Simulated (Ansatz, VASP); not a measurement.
## Two plane-wave programs on Al8N

INCAR

```
SYSTEM = Al8N
ALGO     = Normal         ! electronic algorithm
DIPOL    = 0.5 0.5 0.398
EDIFF    = 1E-6           ! SCF threshold, eV
ENCUT    = 520            ! plane-wave cutoff, eV
GGA      = PE             ! functional
IDIPOL   = 3            
ISIF     = 2              ! what is computed and relaxed
ISMEAR   = 0              ! smearing method
LASPH    = .True.         ! aspherical terms in the spheres
LCHARG   = .False.        ! write CHGCAR
LDIPOL   = .True.       
LREAL    = .False.        ! projectors in reciprocal space
LWAVE    = .False.        ! write WAVECAR
NBANDS   = 24             ! bands
NELM     = 100            ! most SCF steps
PREC     = Accurate       ! precision mode
SIGMA    = 0.1            ! smearing width, eV
```

KPOINTS

```
k-points
0
Gamma
  9 9 1
  0 0 0
```

Contents of POSCAR:

```
Al8N
1.0
    2.8543223330      0.0000000000      0.0000000000
   -1.4271611665      2.4719156510      0.0000000000
    0.0000000000      0.0000000000     33.4760593533
Al N
8 1
Direct
    0.3333333333      0.6666666667      0.1194883770
    0.0000000000      0.0000000000      0.1895622803
    0.6666666667      0.3333333333      0.2596361837
    0.0000000000      0.0000000000      0.3297100869
    0.3333333333      0.6666666667      0.3992195594
    0.0000000000      0.0000000000      0.4696536480
    0.6666666667      0.3333333333      0.5400996810
    0.0000000000      0.0000000000      0.6116627748
    0.5555555556     -0.5555555556      0.6621466141
```

Input for Ansatz:

```yaml
crystal:
  lattice:
    - [2.854322333, 0.0, 0.0]
    - [-1.4271611665, 2.471915651, 0.0]
    - [0.0, 0.0, 33.4760593533]
  atoms:
    - { symbol: Al, position: [0.3333333333, 0.6666666667, 0.119488377] }
    - { symbol: Al, position: [0.0, 0.0, 0.1895622803] }
    - { symbol: Al, position: [0.6666666667, 0.3333333333, 0.2596361837] }
    - { symbol: Al, position: [0.0, 0.0, 0.3297100869] }
    - { symbol: Al, position: [0.3333333333, 0.6666666667, 0.3992195594] }
    - { symbol: Al, position: [0.0, 0.0, 0.469653648] }
    - { symbol: Al, position: [0.6666666667, 0.3333333333, 0.540099681] }
    - { symbol: Al, position: [0.0, 0.0, 0.6116627748] }
    - { symbol: "N", position: [0.5555555556, -0.5555555556, 0.6621466141] }
basis:
  ecutwfc: 420
kpoints:
  mp_grid: { grid: [9, 9, 1] }
hamiltonian:
  xc: pbe
scf:
  occupations: { method: gaussian, width: 0.1 }
output:
  forces: true
  eigenvalues: true
efield:
  axis: 3
  dipole_correction: true
  ramp_width: 0.04
```

Alike in both runs: task single point; functional PBE; k mesh 9 × 9 × 1; occupations gaussian, width 0.1 eV; no spin polarisation.

|  | VASP | Ansatz |
| --- | --- | --- |
| version | VASP 6.6.1 | Ansatz 0.2.0 |
| potentials or method | VASP PAW PBE potentials, release 64 (Al, N), cutoff 520 eV | scalar-relativistic, plane waves, PAW |
| valence electrons in the cell | 29 | 29 |

Ansatz gave:

| Quantity | Value |
| --- | --- |
| gap on the k mesh at the Fermi level (eV) | none |
| rms of the force components (eV/Å) | 0.878 |

Question: What did VASP give for the same quantities?

Answer: gap on the k mesh at the Fermi level (eV): none; rms of the force components (eV/Å): 0.875.

Atom by atom the forces differ by 0.003 eV/Å (rms over components). A gap of «none» marks a metal or a gap that the smearing closes. The functional is the same, so the differences come from potentials, cutoffs and numerics.
